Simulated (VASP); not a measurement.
Write the native input for VASP 6.6.1 that does the following.

```
Task                   : single point
Functional             : PBE
Potentials or basis    : VASP PAW PBE potentials, release 64 (Nb_sv)
Cutoff                 : 500 eV
k mesh                 : 14 × 14 × 14
Occupations            : fermi-dirac, width 0.1 eV
Spin                   : no spin polarisation
Dipole correction      : no
Further INCAR settings : ALGO = Normal; EDIFF = 1e-06; NBANDS = 12
```

The structure of Nb lies in POSCAR:

```
Nb
1.0
   -1.6639500000      1.6639500000      1.6639500000
    1.6639500000     -1.6639500000      1.6639500000
    1.6639500000      1.6639500000     -1.6639500000
Nb
1
Direct
    0.0000000000      0.0000000000      0.0000000000
```

The input as run:

INCAR

```
SYSTEM = Nb
ALGO = Normal ; EDIFF = 1E-6
ENCUT = 500 ; GGA = PE
GGA_COMPAT = .False. ; ISIF = 2
ISMEAR = -1 ; LASPH = .True.
LCHARG = .False. ; LREAL = .False.
LWAVE = .False. ; NBANDS = 12
NELM = 120 ; PREC = Accurate
SIGMA = 0.1
```

KPOINTS

```
k-points
0
Gamma
  14 14 14
  0 0 0
```

Potentials or basis: VASP PAW PBE potentials, release 64 (Nb_sv).

Command:

```bash
$ cat potpaw_PBE.64/Nb_sv/POTCAR > POTCAR
$ mpirun -np 1 vasp_std > vasp.out
```

It gave:

```
Pressure               : -2.6 GPa
Band gap on the k mesh : zero (an odd number of electrons rules out a gap without spin polarisation)
```

It took 17 s on 1 thread of AMD EPYC 7R13 Processor (Zen 3), on a shared host, peak memory 0.12 GiB.
